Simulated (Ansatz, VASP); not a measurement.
**CdS5 in VASP and in Ansatz**

```xyz
6
Lattice="0.0000 3.8749 3.8749 3.8749 0.0000 3.8749 3.8749 3.8749 0.0000" Properties=species:S:1:pos:R:3 pbc="T T T"
Cd    0.0000    0.0000    0.0000
S     1.9375    1.9375    1.9375
S     4.7146    3.0353    3.0353
S     4.7146    4.7146    4.7146
S     3.0353    3.0353    4.7146
S     3.0353    4.7146    3.0353
```

Change from the starting cell: species swapped into the TmCu5 type (F-43m, No. 216).

Alike in both runs: functional PBE; k mesh 4 × 4 × 4; occupations gaussian, width 0.1 eV; no spin polarisation.

Ansatz relaxed the structure, and its values are those at the end. VASP's run is a single point on that final structure, the one shown.

|  | VASP | Ansatz |
| --- | --- | --- |
| version | VASP 6.6.1 | Ansatz 0.2.0 |
| potentials or method | VASP PAW PBE potentials, release 64 (Cd_sv_GW, S), cutoff 630 eV | scalar-relativistic, plane waves, PAW |
| valence electrons in the cell | 50 | 50 |

```tsv
	VASP	Ansatz	Ansatz less VASP
gap on the k mesh at the Fermi level (eV)	none	none	-
pressure (GPa)	-0.2	0.0	+0.22
rms of the force components (eV/Å)	0.032	0.001	-0.0311
```

A gap of «none» marks a metal or a gap that the smearing closes. With one functional, cell and mesh, what is left measures potentials, basis and numerics.
